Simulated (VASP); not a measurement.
# NbTe (P-6m2) in VASP: a series of runs

Aim: see how the results for NbTe move with the level of theory and the settings. Levels: PBEsol, LDA. Tasks: single point.

All numbers are computed with VASP 6.6.1; they aren't measurements. Logs are shortened: lines on timing, memory, paths and dates and some standing lists are left out, and cuts for length are marked.

## Step 1: The cell of the first run

The structure is hexagonal, space group P-6m2 (No. 187). Conventional cell: a = 3.776 Å, b = 3.776 Å, c = 3.767 Å, α = 90.00°, β = 90.00°, γ = 120.00°. Te (site symmetry -6m2) has 6 Nb at 2.88 Å and 8 Te at 3.77 to 3.78 Å within 3.8 Å. Within 3.8 Å of Nb (site symmetry -6m2) lie 6 Te at 2.88 Å and 8 Nb at 3.77 to 3.78 Å.

## Step 2: Single point, PBEsol (volume scaled by 1.06)

INCAR

```
PREC = Accurate ; ENCUT = 520
EDIFF = 1E-6 ; ISMEAR = -1
SIGMA = 0.05 ; LREAL = F
LASPH = T ; NELM = 100
ALGO = Normal ; ISIF = 2
LWAVE = F ; LCHARG = F
GGA = PS ; NBANDS = 16
```

KPOINTS

```
regular mesh
0
Gamma
  8 8 7
```

POSCAR

```
NbTe
1.0
    3.7756001657      0.0000000000      0.0000000000
   -1.8878000828      3.2697656581      0.0000000000
    0.0000000000      0.0000000000      3.7666649043
Te Nb
1 1
Direct
    0.6666666667      0.3333333333      0.0000000000
    0.0000000000      0.0000000000      0.5000000000
```

Potentials or basis: VASP PAW PBE potentials, release 64 (Te, Nb_sv).

Run with:

```
> cat potpaw_PBE.64/Te/POTCAR potpaw_PBE.64/Nb_sv/POTCAR > POTCAR
> mpirun -np 1 vasp_std > vasp.out
```

OUTCAR:

```text
PREC = Accurate
   ENCUT = 520
   EDIFF = 1E-6
   ISMEAR = -1
   LREAL = F
   LASPH = T
   NELM = 100
   ISIF = 2
   GGA = PS

 ion  position               nearest neighbor table
   1  0.667  0.333  0.000-   2 2.88   2 2.88   2 2.88   2 2.88   2 2.88   2 2.88
   2  0.000  0.000  0.500-   1 2.88   1 2.88   1 2.88   1 2.88   1 2.88   1 2.88

  LATTYP: Found a hexagonal cell.
 ALAT       =     3.7756001657
 C/A-ratio  =     0.9976334196

  Lattice vectors:

 A1 = (   3.7756001657,   0.0000000000,   0.0000000000)
 A2 = (  -1.8878000828,   3.2697656581,   0.0000000000)
 A3 = (   0.0000000000,   0.0000000000,   3.7666649043)

Analysis of symmetry for initial positions (statically):
=====================================================================
 Subroutine PRICEL returns:
 Original cell was already a primitive cell.

 Routine SETGRP: Setting up the symmetry group for a
 hexagonal supercell.

 Subroutine GETGRP returns: Found 12 space group operations
 (whereof 12 operations were pure point group operations)
 out of a pool of 24 trial point group operations.

The static configuration has the point symmetry D_3h.

Analysis of symmetry for dynamics (positions and initial velocities):
=====================================================================
 Subroutine PRICEL returns:
 Original cell was already a primitive cell.

 Routine SETGRP: Setting up the symmetry group for a
 hexagonal supercell.

 Subroutine GETGRP returns: Found 12 space group operations
 (whereof 12 operations were pure point group operations)
 out of a pool of 24 trial point group operations.

The dynamic configuration has the point symmetry D_3h.

 Subroutine INISYM returns: Found 12 space group operations
 (whereof 12 operations are pure point group operations),
 and found     1 'primitive' translations

----------------------------------------------------------------------------------------

                                     Primitive cell

  volume of cell :      46.5007

  direct lattice vectors                    reciprocal lattice vectors
     3.775600166  0.000000000  0.000000000     0.264858554  0.152916157  0.000000000
    -1.887800083  3.269765658  0.000000000     0.000000000  0.305832315  0.000000000
     0.000000000  0.000000000  3.766664904     0.000000000  0.000000000  0.265486850

  length of vectors
     3.775600166  3.775600166  3.766664904     0.305832315  0.305832315  0.265486850
[... 73 lines left out ...]
   ISTART =      0    job   : 0-new  1-cont  2-samecut
   ICHARG =      2    charge: 1-file 2-atom 10-const
   ISPIN  =      1    spin polarized calculation?
   LNONCOLLINEAR =      F non collinear calculations
   LSORBIT =      F    spin-orbit coupling
   LASPH  =      T    aspherical Exc in radial PAW
   ENCUT  =  520.0 eV  38.22 Ry    6.18 a.u.   7.02  7.02  7.00*2*pi/ulx,y,z
   NELM   =    100;   NELMIN=  2; NELMDL= -5     # of ELM steps
   EDIFF  = 0.1E-05   stopping-criterion for ELM
   LREAL  =      F    real-space projection
   EDIFFG = 0.1E-04   stopping-criterion for IOM
   NSW    =      0    number of steps for IOM
   IBRION =     -1    ionic relax: 0-MD 1-quasi-New 2-CG
   NFREE  =      0    steps in history (QN), initial steepest desc. (CG)
   ISIF   =      2    stress and relaxation
   ISYM   =      2    0-nonsym 1-usesym 2-fastsym
   POTIM  = 0.5000    time-step for ionic-motion
   TEBEG  =    0.0;   TEEND  =   0.0 temperature during run
   PSTRESS=    0.0 pullay stress
   NELECT =      19.0000    total number of electrons
   NUPDOWN=      -1.0000    fix difference up-down
   EMIN   =  10.00;   EMAX   =-10.00  energy-range for DOS
   EFERMI =   0.00;   METHOD = LEGACY
   ISMEAR =    -1;   SIGMA  =   0.05  broadening in eV -4-tet -1-fermi 0-gaus
   EFERMI_NEDOS =   21; number of points for ismear=-14 and -15
   IALGO  =     38    algorithm
   IMIX   =      4    mixing-type and parameters
     AMIX     =   0.40;   BMIX     =  1.00
     AMIX_MAG =   1.60;   BMIX_MAG =  1.00
  volume/ion in A,a.u.               =      23.25       156.90
  Fermi-wavevector in a.u.,A,eV,Ry     =   1.214804  2.295646 20.078776  1.475748
  Thomas-Fermi vector in A             =   2.350212
   LORBIT       =      0    0 simple, 1 ext, 2 COOP (PROOUT), +10 PAW based schemes
   GGA     = PS    functional components
   LHFCALC =     F    Hartree Fock is set to
   AEXX    =    0.0000 exact exchange contribution
   IVDW    =     0    specifies the selected vdW correction
   LEPSILON=     F    determine dielectric tensor
   LRPA    =     F    only Hartree local field effects (RPA)
 non-spin polarized calculation
  energy-cutoff  :      520.00
  volume of cell :       46.50
 maximum number of plane-waves:      1263
 NGX is ok and might be reduce to    28
   NGX = 13   NGY = 13   NGZ = 15

 number of electron      19.0000002 magnetization

 Free energy of the ion-electron system (eV)
  ---------------------------------------------------
  ext. energy  EPLUGINS =         0.00000000
  ---------------------------------------------------
  free energy    TOTEN  =       -14.73538166 eV

  energy without entropy =      -14.72281239  energy(sigma->0) =      -14.72909702

 E-fermi :  10.0697     XC(G=0): -11.1158

 val. band max:       10.0602840797   @ k =   0.1250  -0.0000   0.2857
 cond. band min:      10.1230996413   @ k =   0.2500   0.1250   0.2857
 fundamental gap:      0.0628155616
 Fermi energy:        10.0696820683

 k-point     1 :       0.0000    0.0000    0.0000
  band No.  band energies     occupation
      1     -45.5091      2.00000
      2     -21.6980      2.00000
      3     -21.5207      2.00000
      4     -21.5207      2.00000
      5      -3.8297      2.00000
      6       7.0690      2.00000
[... 433 lines left out ...]
      3     -21.6005      2.00000
      4     -21.5357      2.00000
      5      -2.3167      2.00000
      6       4.1210      2.00000
[... 8 lines left out ...]
     15      16.0392      0.00000
     16      18.3209      0.00000

 [... further k-points ...]
[... 5 lines left out ...]
  --------------------------------------------------------------------------------------
  -------------------------------------------------------------------------------------
  Total       -2.9996684     -2.9996684     -3.4965106     -0.0000000      0.0000000      0.0000000
  in kB     -103.3532712   -103.3532712   -120.4719179     -0.0000000      0.0000000      0.0000000
  external PRESSURE =    -109.0594868 kB  Pullay stress =       0.0000000 kB

 VOLUME and BASIS-vectors are now :
 -----------------------------------------------------------------------------
  energy-cutoff  :      520.00
  volume of cell :       46.50
      direct lattice vectors                 reciprocal lattice vectors
     3.775600166  0.000000000  0.000000000     0.264858554  0.152916157  0.000000000
    -1.887800083  3.269765658  0.000000000     0.000000000  0.305832315  0.000000000
     0.000000000  0.000000000  3.766664904     0.000000000  0.000000000  0.265486850

 POSITION                                       TOTAL-FORCE (eV/Angst)
 -----------------------------------------------------------------------------------
      1.88780      1.08992      0.00000         0.000000      0.000000      0.000000
      0.00000      0.00000      1.88333        -0.000000      0.000000      0.000000
 -----------------------------------------------------------------------------------
    total drift:                               -0.000000      0.000000      0.000000

  FREE ENERGIE OF THE ION-ELECTRON SYSTEM (eV)
  ---------------------------------------------------
  free  energy   TOTEN  =       -14.7353816553 eV

  energy  without entropy=      -14.7228123930  energy(sigma->0) =      -14.72909702
```

OSZICAR:

```text
N       E                     dE             d eps       ncg     rms          rms(c)
DAV:   1     0.143719318904E+03    0.14372E+03   -0.96018E+03  1280   0.108E+03
DAV:   2    -0.541794093277E+01   -0.14914E+03   -0.14542E+03  1672   0.356E+02
DAV:   3    -0.150803143475E+02   -0.96624E+01   -0.95574E+01  2368   0.681E+01
DAV:   4    -0.152876503186E+02   -0.20734E+00   -0.20711E+00  1512   0.984E+00
DAV:   5    -0.152951985433E+02   -0.75482E-02   -0.75465E-02  2144   0.185E+00    0.655E+00
DAV:   6    -0.147720704997E+02    0.52313E+00   -0.18212E+00  1944   0.108E+01    0.265E+00
DAV:   7    -0.147453497370E+02    0.26721E-01   -0.84967E-02  1504   0.212E+00    0.147E+00
DAV:   8    -0.147354928743E+02    0.98569E-02   -0.23597E-02  1864   0.896E-01    0.184E-01
DAV:   9    -0.147353898383E+02    0.10304E-03   -0.17326E-03  1656   0.331E-01    0.133E-01
DAV:  10    -0.147353848357E+02    0.50027E-05   -0.28272E-04  1840   0.168E-01    0.200E-02
DAV:  11    -0.147353821222E+02    0.27135E-05   -0.27131E-05  1952   0.492E-02    0.144E-02
DAV:  12    -0.147353816553E+02    0.46690E-06   -0.10090E-06  1304   0.980E-03
   1 F= -.14735382E+02 E0= -.14729097E+02  d E =-.125693E-01
```

stdout:

```text
POSCAR found type information on POSCAR TeNb
 POSCAR found :  2 types and       2 ions
 scaLAPACK will be used
 -----------------------------------------------------------------------------
|                                                                             |
|                                                                             |
|     You enforced a specific xc type in the INCAR file but a different       |
|     I HOPE YOU KNOW WHAT YOU ARE DOING!                                     |
|                                                                             |
 -----------------------------------------------------------------------------

 LDA part: xc-table for (Slater+PW92), standard interpolation
 POSCAR, INCAR and KPOINTS ok, starting setup
 FFT: planning ... GRIDC
 FFT: planning ... GRID_SOFT
 FFT: planning ... GRID
 WAVECAR not read
 entering main loop
```

Wall time 32 s (1 thread of AMD EPYC 7R13, shared host); peak memory 0.15 GiB.

Results:

```yaml
Free_energy: -14.7354 eV
Pressure: -10.9 GPa
```

Caveat: the PAW data sets were made with another functional, which shifts forces and pressure a little; spin-orbit coupling is left out, which moves the levels of the heavy elements.

(Continued in part 2 of 2.)
